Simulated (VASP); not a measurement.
# Si3Bi (Cmmm) in VASP: a series of runs

Si3Bi is run at these levels: PBE; tasks: single point, relaxation of cell and atoms.

Everything below comes from runs of VASP 6.6.1. Logs are shortened: lines on timing, memory, paths and dates and some standing lists are left out, and cuts for length are marked.

**1. The cell of the first run**

It takes space group Cmmm (No. 65, orthorhombic). Conventional cell: a = 3.272 Å, b = 4.654 Å, c = 9.305 Å, α = 90.00°, β = 90.00°, γ = 90.00°. Si (site symmetry mm2) has 4 Bi at 2.84 to 3.29 Å and 10 Si at 2.84 to 3.29 Å within 3.7 Å. Within 3.7 Å of Si (site symmetry mmm) lie 14 Si at 2.84 to 3.29 Å. Bi (site symmetry mmm) has 8 Si at 2.84 to 3.29 Å and 6 Bi at 2.84 to 3.27 Å within 3.7 Å.

The cell was generated, and may not be a known phase.

**2. Single point, PBE**

Contents of INCAR:

```
ALGO     = Normal         # electronic algorithm
EDIFF    = 1E-6           # SCF threshold, eV
ENCUT    = 520            # plane-wave cutoff, eV
GGA      = PE             # functional
ISIF     = 2              # what is computed and relaxed
ISMEAR   = 0              # smearing method
LASPH    = T              # aspherical terms in the spheres
LCHARG   = T              # write CHGCAR
LELF     = T              # ELF
LREAL    = F              # projectors in reciprocal space
LVHAR    = T            
LWAVE    = F              # write WAVECAR
NBANDS   = 22             # bands
NELM     = 80             # most SCF steps
PREC     = Accurate       # precision mode
SIGMA    = 0.1            # smearing width, eV
```

Contents of KPOINTS:

```
k-points
0
Gamma
  6 6 2
```

Contents of POSCAR:

```
Si3Bi
1.0
    1.6360068900     -2.3267749600      0.0000000000
    1.6360068900      2.3267749600      0.0000000000
    0.0000000000      0.0000000000      9.3052330400
Si Bi
3 1
Direct
    0.5000000000      0.5000000000      0.7507200200
    0.0000000000      0.0000000000      0.5000000000
    0.5000000000      0.5000000000      0.2492799800
    0.0000000000      0.0000000000      0.0000000000
```

Potentials or basis: VASP PAW PBE potentials, release 64 (Si, Bi_d).

Command:

```sh
cat potpaw_PBE.64/Si/POTCAR potpaw_PBE.64/Bi_d/POTCAR > POTCAR
mpirun -np 1 vasp_std > vasp.out
```

OUTCAR:

```text
EDIFF = 1E-6
   ENCUT = 520
   GGA = PE
   ISIF = 2
   ISMEAR = 0
   LASPH = T
   LREAL = F
   NELM = 80
   PREC = Accurate

 ion  position               nearest neighbor table
   1  0.500  0.500  0.751-   4 2.84   4 2.84   2 2.85   2 2.85   4 3.29   4 3.29
   2  0.000  0.000  0.500-   1 2.85   3 2.85   1 2.85   3 2.85
   3  0.500  0.500  0.249-   4 2.84   4 2.84   2 2.85   2 2.85   4 3.29   4 3.29
   4  0.000  0.000  0.000-   1 2.84   3 2.84   1 2.84   3 2.84   1 3.29   3 3.29   1 3.29   3 3.29

  LATTYP: Found a base centered orthorhombic cell.
 ALAT       =     3.2720137800
 B/A-ratio  =     1.4222280934
 C/A-ratio  =     2.8438856514

  Lattice vectors:

 A1 = (   1.6360068900,  -2.3267749600,   0.0000000000)
 A2 = (   1.6360068900,   2.3267749600,   0.0000000000)
 A3 = (   0.0000000000,   0.0000000000,   9.3052330400)

Analysis of symmetry for initial positions (statically):
=====================================================================
 Subroutine PRICEL returns:
 Original cell was already a primitive cell.

 Routine SETGRP: Setting up the symmetry group for a
 base centered orthorhombic supercell.

 Subroutine GETGRP returns: Found  8 space group operations
 (whereof  8 operations were pure point group operations)
 out of a pool of  8 trial point group operations.

The static configuration has the point symmetry D_2h.

Analysis of symmetry for dynamics (positions and initial velocities):
=====================================================================
 Subroutine PRICEL returns:
 Original cell was already a primitive cell.

 Routine SETGRP: Setting up the symmetry group for a
 base centered orthorhombic supercell.

 Subroutine GETGRP returns: Found  8 space group operations
 (whereof  8 operations were pure point group operations)
 out of a pool of  8 trial point group operations.

The dynamic configuration has the point symmetry D_2h.

 Subroutine INISYM returns: Found  8 space group operations
 (whereof  8 operations are pure point group operations),
 and found     1 'primitive' translations

----------------------------------------------------------------------------------------

                                     Primitive cell

  volume of cell :      70.8430

  direct lattice vectors                    reciprocal lattice vectors
     1.636006890 -2.326774960  0.000000000     0.305622185 -0.214889712  0.000000000
     1.636006890  2.326774960  0.000000000     0.305622185  0.214889712  0.000000000
     0.000000000  0.000000000  9.305233040     0.000000000  0.000000000  0.107466411

  length of vectors
     2.844362892  2.844362892  9.305233040     0.373607425  0.373607425  0.107466411

  position of ions in fractional coordinates (direct lattice)
     0.500000000  0.500000000  0.750720020
     0.000000000  0.000000000  0.500000000
     0.500000000  0.500000000  0.249279980
     0.000000000  0.000000000  0.000000000

  ion indices of the primitive-cell ions
   primitive index   ion index
                 1           1
                 2           2
                 3           3
                 4           4

----------------------------------------------------------------------------------------

 KPOINTS: k-points

Automatic generation of k-mesh.
 Grid dimensions read from file:
 generate k-points for:    6    6    2

 Generating k-lattice:

  Cartesian coordinates                     Fractional coordinates (reciprocal lattice)
     0.050937031 -0.035814952  0.000000000     0.166666667  0.000000000  0.000000000
     0.050937031  0.035814952  0.000000000     0.000000000  0.166666667  0.000000000
     0.000000000  0.000000000  0.053733206     0.000000000  0.000000000  0.500000000

  Length of vectors
     0.062267904  0.062267904  0.053733206

  Shift w.r.t. Gamma in fractional coordinates (k-lattice)
     0.000000000  0.000000000  0.000000000

 Subroutine IBZKPT returns following result:
 ===========================================

 Found     26 irreducible k-points:

 Following reciprocal coordinates:
            Coordinates               Weight
[... 38 lines left out ...]
  energy-cutoff  :      520.00
  volume of cell :       70.84
 maximum number of plane-waves:      1922
 NGX is ok and might be reduce to    24
   NGX = 11   NGY = 11   NGZ = 35

 number of electron      27.0000006 magnetization

 Free energy of the ion-electron system (eV)
  ---------------------------------------------------
  ext. energy  EPLUGINS =         0.00000000
  ---------------------------------------------------
  free energy    TOTEN  =       -16.12248511 eV

  energy without entropy =      -16.10762783  energy(sigma->0) =      -16.11505647

 E-fermi :   9.9437     XC(G=0): -11.1300

 val. band max:        9.9259585585   @ k =   0.1667   0.1667   0.5000
 cond. band min:       9.9451307540   @ k =   0.5000   0.1667   0.5000
 fundamental gap:      0.0191721955
 Fermi energy:         9.9436984229

 k-point     1 :       0.0000    0.0000    0.0000
  band No.  band energies     occupation
      1     -14.1796      2.00000
      2     -13.9271      2.00000
      3     -13.4517      2.00000
      4     -13.3653      2.00000
      5     -13.2986      2.00000
      6      -6.3605      2.00000
[... 14 lines left out ...]
     21      18.6330      0.00000
     22      19.2133      0.00000

 k-point     2 :       0.1667   -0.0000    0.0000
  band No.  band energies     occupation
      1     -14.1248      2.00000
      2     -13.7816      2.00000
      3     -13.4499      2.00000
      4     -13.4427      2.00000
      5     -13.3274      2.00000
      6      -5.7336      2.00000
[... 14 lines left out ...]
     21      18.1377      0.00000
     22      19.6891      0.00000

 k-point     3 :       0.3333   -0.0000    0.0000
  band No.  band energies     occupation
      1     -14.1553      2.00000
      2     -13.6509      2.00000
      3     -13.4366      2.00000
      4     -13.3436      2.00000
      5     -13.3427      2.00000
      6      -3.7963      2.00000
[... 14 lines left out ...]
     21      16.1920      0.00000
     22      18.6306      0.00000
[... 476 lines left out ...]
 k-point    23 :       0.3333    0.3333    0.5000
  band No.  band energies     occupation
      1     -13.7033      2.00000
      2     -13.6359      2.00000
      3     -13.5971      2.00000
      4     -13.4230      2.00000
      5     -13.3694      2.00000
      6      -0.1388      2.00000
[... 14 lines left out ...]
     21      14.5084      0.00000
     22      16.2127      0.00000

 k-point    24 :       0.5000    0.3333    0.5000
  band No.  band energies     occupation
      1     -13.8931      2.00000
      2     -13.7149      2.00000
      3     -13.5419      2.00000
      4     -13.3893      2.00000
      5     -13.1345      2.00000
      6      -0.6529      2.00000
[... 14 lines left out ...]
     21      15.7460      0.00000
     22      15.7810      0.00000

 [... further k-points ...]

------------------------ aborting loop because EDIFF is reached ----------------------------------------

  FORCE on cell =-STRESS in cart. coord.  units (eV):
  Direction    XX          YY          ZZ          XY          YZ          ZX
  --------------------------------------------------------------------------------------
  -------------------------------------------------------------------------------------
  Total        6.0662615      7.2050836      5.7016377      0.0000000      0.0000000      0.0000000
  in kB      137.1939460    162.9494312    128.9476535      0.0000000      0.0000000      0.0000000
  external PRESSURE =     143.0303435 kB  Pullay stress =       0.0000000 kB

 VOLUME and BASIS-vectors are now :
 -----------------------------------------------------------------------------
  energy-cutoff  :      520.00
  volume of cell :       70.84
      direct lattice vectors                 reciprocal lattice vectors
     1.636006890 -2.326774960  0.000000000     0.305622185 -0.214889712  0.000000000
     1.636006890  2.326774960  0.000000000     0.305622185  0.214889712  0.000000000
     0.000000000  0.000000000  9.305233040     0.000000000  0.000000000  0.107466411

 POSITION                                       TOTAL-FORCE (eV/Angst)
 -----------------------------------------------------------------------------------
      1.63601      0.00000      6.98562        -0.000000     -0.000000     -2.126542
      0.00000      0.00000      4.65262         0.000000     -0.000000      0.000000
      1.63601      0.00000      2.31961         0.000000     -0.000000      2.126542
      0.00000      0.00000      0.00000         0.000000      0.000000      0.000000
 -----------------------------------------------------------------------------------
    total drift:                                0.000000     -0.000000     -0.000000

  FREE ENERGIE OF THE ION-ELECTRON SYSTEM (eV)
  ---------------------------------------------------
  free  energy   TOTEN  =       -16.1224851114 eV

  energy  without entropy=      -16.1076278312  energy(sigma->0) =      -16.11505647
```

Run time: 21 s. Hardware: 1 thread of Intel Xeon 6975P-C (Granite Rapids), shared host; peak memory 0.19 GiB.

Results:

```
Free energy            : -16.1225 eV
Pressure               : 14.3 GPa
Largest force          : 2.127 eV/Å
Band gap on the k mesh : zero (an odd number of electrons rules out a gap without spin polarisation)
```

Forces on the atoms (eV/Å):
```
Si   0.000  0.000 -2.127
Si   0.000  0.000  0.000
Si   0.000  0.000  2.127
Bi   0.000  0.000  0.000
```

Levels at points of the mesh, in eV from the Fermi level:
```csv
k point,band 11,band 12,band 13,band 14,band 15,band 16
"(0.00, 0.00, 0.00)",1.36,1.48,4.14,5.81,5.97,6.09
"(0.50, 0.00, 0.00)",-6.07,-2.35,-2.16,-1.28,-0.80,3.63
"(0.50, 0.50, 0.00)",-4.08,-1.55,-1.40,-1.08,-1.06,0.68
"(0.00, 0.00, 0.50)",-2.81,4.38,4.84,6.04,6.16,6.25
"(0.50, 0.00, 0.50)",-4.76,-4.41,-4.06,1.41,1.90,1.92
"(0.50, 0.50, 0.50)",-3.84,-2.82,-2.22,-1.32,0.00,0.84
```

Caveat: the k points lie up to 0.39 Å⁻¹ apart, too coarse for converged energies and pressures of a metal; spin-orbit coupling is left out, which moves the levels of the heavy elements; an odd number of electrons without spin polarisation forces a metal; a magnetic or distorted state may lie lower.

**3. Single point, PBE**

This run uses another cell than the first one, of 20.14 Å³/atom.

Contents of INCAR:

```
SYSTEM = Si3Bi
ALGO     = Normal         ! electronic algorithm
EDIFF    = 1E-6           ! SCF threshold, eV
ENCUT    = 520            ! plane-wave cutoff, eV
GGA      = PE             ! functional
ISIF     = 2              ! what is computed and relaxed
ISMEAR   = 0              ! smearing method
LASPH    = .TRUE.         ! aspherical terms in the spheres
LCHARG   = .FALSE.        ! write CHGCAR
LREAL    = .FALSE.        ! projectors in reciprocal space
LWAVE    = .FALSE.        ! write WAVECAR
NBANDS   = 22             ! bands
NELM     = 100            ! most SCF steps
PREC     = Accurate       ! precision mode
SIGMA    = 0.1            ! smearing width, eV
```

Contents of KPOINTS:

```
k-points
0
G
  6 6 2
  0 0 0
```

Contents of POSCAR:

```
Si3Bi
1.0
    2.1102686112     -2.3366187314      0.0000000000
    2.1102686112      2.3366187314      0.0000000000
    0.0000000000      0.0000000000      8.1698253139
Si Bi
3 1
Direct
    0.5000000000      0.5000000000      0.6726368074
    0.0000000000      0.0000000000      0.5000000000
    0.5000000000      0.5000000000      0.3273631926
    0.0000000000      0.0000000000      0.0000000000
```

Potentials or basis: VASP PAW PBE potentials, release 64 (Si, Bi_d).

Command:

```sh
cat potpaw_PBE.64/Si/POTCAR potpaw_PBE.64/Bi_d/POTCAR > POTCAR
mpirun -np 1 vasp_std > vasp.out
```

Run time: 16 s. Hardware: 1 thread of Intel Xeon 6975P-C (Granite Rapids), shared host; peak memory 0.2 GiB.

Results (log left out):

| Item | Value |
| --- | --- |
| Free energy | -18.1182 eV |
| Pressure | -0.1 GPa |
| Largest force | 0.009 eV/Å |
| Band gap on the k mesh | zero (an odd number of electrons rules out a gap without spin polarisation) |

Forces in eV/Å, atoms in the order of the input:
```
Si   0.000  0.000 -0.009
Si   0.000  0.000  0.000
Si   0.000  0.000  0.009
Bi   0.000  0.000  0.000
```

Stress tensor (GPa, compression positive):
```
-0.05  0.00  0.00
 0.00 -0.09  0.00
 0.00  0.00 -0.18
```

Levels at points of the mesh, in eV from the Fermi level:
| k point | band 11 | band 12 | band 13 | band 14 | band 15 | band 16 |
| --- | --- | --- | --- | --- | --- | --- |
| (0.00, 0.00, 0.00) | -0.81 | 0.47 | 1.97 | 2.89 | 3.01 | 3.61 |
| (0.50, 0.00, 0.00) | -5.37 | -0.78 | -0.24 | 1.02 | 1.19 | 2.59 |
| (0.50, 0.50, 0.00) | -4.24 | -3.46 | -2.53 | -2.32 | -1.75 | -1.03 |
| (0.00, 0.00, 0.50) | 0.32 | 0.50 | 0.87 | 2.14 | 2.39 | 3.02 |
| (0.50, 0.00, 0.50) | -4.20 | -2.76 | -2.21 | 2.46 | 2.62 | 3.20 |
| (0.50, 0.50, 0.50) | -4.15 | -4.02 | -2.96 | -1.59 | -0.82 | -0.73 |

Caveat: the k points lie up to 0.38 Å⁻¹ apart, too coarse for converged energies and pressures of a metal; spin-orbit coupling is left out, which moves the levels of the heavy elements; an odd number of electrons without spin polarisation forces a metal; a magnetic or distorted state may lie lower.

**4. Relaxation of cell and atoms, PBE**

Contents of INCAR:

```
SYSTEM = Si3Bi
PREC = Accurate
ENCUT = 600
EDIFF = 1E-7
ISMEAR = 0
SIGMA = 0.1
LREAL = .False.
LASPH = .True.
NELM = 60
ALGO = Normal
ISIF = 3
LWAVE = .False.
LCHARG = .False.
GGA = PE
IBRION = 2
NSW = 90
EDIFFG = -0.04
```

Contents of KPOINTS:

```
Automatic mesh
0
Gamma
  6 6 2
  0 0 0
```

Contents of POSCAR:

```
Si3Bi
1.0
    1.6360068900     -2.3267749600      0.0000000000
    1.6360068900      2.3267749600      0.0000000000
    0.0000000000      0.0000000000      9.3052330400
Si Bi
3 1
Direct
    0.5000000000      0.5000000000      0.7507200200
    0.0000000000      0.0000000000      0.5000000000
    0.5000000000      0.5000000000      0.2492799800
    0.0000000000      0.0000000000      0.0000000000
```

Command:

```sh
cat potpaw_PBE.64/Si/POTCAR potpaw_PBE.64/Bi_d/POTCAR > POTCAR
mpirun -np 1 vasp_std > vasp.out
```

Wall time 5.5 min (1 thread of Intel Xeon 6975P-C (Granite Rapids), shared host); peak memory 0.22 GiB.

It converged, with:

- Free energy: -17.9647 eV
- Relaxed volume: 20.43 Å³/atom
- Relaxed cell: a = 3.213 Å, b = 3.213 Å, c = 8.384 Å, α = 90.00°, β = 90.00°, γ = 109.19°
- Space group after relaxing (to 0.1 Å): Cmmm (No. 65)
- Energy gained by relaxing: 460.5 meV/atom
- Ionic steps: 28
- Pressure after relaxing: -0.1 GPa
- Largest force after relaxing: 0.009 eV/Å

Forces in eV/Å, atoms in the order of the input:
```
Si   0.000  0.000  0.009
Si   0.000  0.000  0.000
Si   0.000  0.000 -0.009
Bi   0.000  0.000  0.000
```

Stress tensor (GPa, compression positive):
```
-0.19  0.00  0.00
 0.00  0.26  0.00
 0.00  0.00 -0.30
```

Step by step:
```
step  energy change (eV)  largest force (eV/Å)  pressure (GPa)  volume (Å³)
   1              0.0000                2.1264           14.32        70.84
   2             -0.6216                0.9263           -5.05        88.34
   3             -0.6705                1.1281           -2.05        83.92
   4             -0.8213                0.9926           -1.61        82.51
   5             -1.1309                0.8484            0.57        78.95
   6             -0.9981                1.3116           14.78        72.02
   7             -1.2228                0.7894            2.82        77.11
   8             -1.2505                0.1885            8.06        74.25
   9             -1.2708                0.4362            5.69        75.31
  10             -1.3281                0.2884            5.75        75.60
  11             -1.4249                0.3036            6.64        76.43
  12             -1.5009                0.0915            4.67        78.15
  13             -1.6202                0.3060           -0.40        83.43
  14             -1.6233                0.3405           -1.22        84.50
  15             -1.6484                0.2451           -1.22        84.65
  16             -1.7172                0.0342           -1.49        85.01
  17             -1.7733                0.4347           -1.93        85.46
  18             -1.7868                0.1600           -1.93        85.30
  19             -1.7902                0.2378           -1.95        85.36
  20             -1.8185                0.3279           -0.59        83.13
  21             -1.8193                0.3520           -0.31        82.74
  22             -1.8315                0.1635           -0.12        82.14
  23             -1.8383                0.1601            0.02        81.86
  24             -1.8365                0.0106            0.28        81.31
  25             -1.8410                0.0399            0.06        81.67
  26             -1.8410                0.0494            0.06        81.71
  27             -1.8419                0.0164           -0.05        81.71
  28             -1.8419                0.0086           -0.07        81.71
```

Final structure:
```cif
data_structure
_symmetry_space_group_name_H-M 'P 1'
_symmetry_Int_Tables_number 1
_cell_length_a 3.2126
_cell_length_b 3.2126
_cell_length_c 8.3835
_cell_angle_alpha 90.000
_cell_angle_beta 90.000
_cell_angle_gamma 109.195
_cell_volume 81.71
loop_
_atom_site_label
_atom_site_type_symbol
_atom_site_fract_x
_atom_site_fract_y
_atom_site_fract_z
_atom_site_occupancy
Si1 Si 0.50000 0.50000 0.68973 1
Si2 Si 0.00000 0.00000 0.50000 1
Si3 Si 0.50000 0.50000 0.31027 1
Bi1 Bi 0.00000 0.00000 0.00000 1
```

Levels at points of the mesh, in eV from the Fermi level:
```
           k point  band 11  band 12  band 13  band 14  band 15  band 16  band 17
(0.00, 0.00, 0.00)    -0.33     2.72     3.34     3.48     3.86     3.87     4.82
(0.50, 0.00, 0.00)    -5.22    -0.73    -0.28     0.45     0.63     1.47     1.97
(0.50, 0.50, 0.00)    -3.28    -3.09    -2.30    -0.35    -0.25    -0.22    -0.07
(0.00, 0.00, 0.50)    -0.22     0.78     2.28     3.41     3.61     4.67     4.87
(0.50, 0.00, 0.50)    -4.12    -2.80    -2.33     1.49     1.50     2.33     2.77
(0.50, 0.50, 0.50)    -3.22    -2.98    -2.09    -1.19    -1.16     0.38     0.59
```

Caveat: the k points lie up to 0.37 Å⁻¹ apart in the final cell; the volume moved by over 15 % at a fixed basis, so the end points are rough; the highest band is partly filled, so the run has too few bands; spin-orbit coupling is left out, which moves the levels of the heavy elements.

**5. Summary**

| task | cell | cutoff (eV) | gap on the mesh (eV) | pressure (GPa) | largest force (eV/Å) |
| --- | --- | --- | --- | --- | --- |
| single point | a = 2.844, b = 2.844, c = 9.305 Å, angles 90.0, 90.0, 109.8°, 4 atoms, atomic positions A | 520 | none | 14.3 | 2.13 |
| single point | a = 3.148, b = 3.148, c = 8.170 Å, angles 90.0, 90.0, 95.8°, 4 atoms, atomic positions B | 520 | none | -0.1 | 0.01 |
| relaxation of cell and atoms | relaxed from a = 2.844, b = 2.844, c = 9.305 Å, angles 90.0, 90.0, 109.8°, 4 atoms, atomic positions A | 600 | - | -0.1 | 0.01 |

Alike in all rows: level PBE; potentials or basis VASP PAW PBE potentials, release 64 (Si, Bi_d); no spin polarisation; k mesh 6 × 6 × 2; smearing gaussian 0.1 eV.

Caveats: all runs use coarse meshes; spin-orbit coupling is left out, which moves the levels of the heavy elements; an odd number of electrons without spin polarisation forces a metal (at least some runs); a magnetic or distorted state may lie lower (at least some runs); the volume moved by over 15 % at a fixed basis, so the end points are rough (at least some runs); the highest band is partly filled, so the run has too few bands (at least some runs).

Absolute energies hang on the potentials; compare differences alone.

The gap in the log of VASP goes by the Fermi energy; the results here count the filled bands.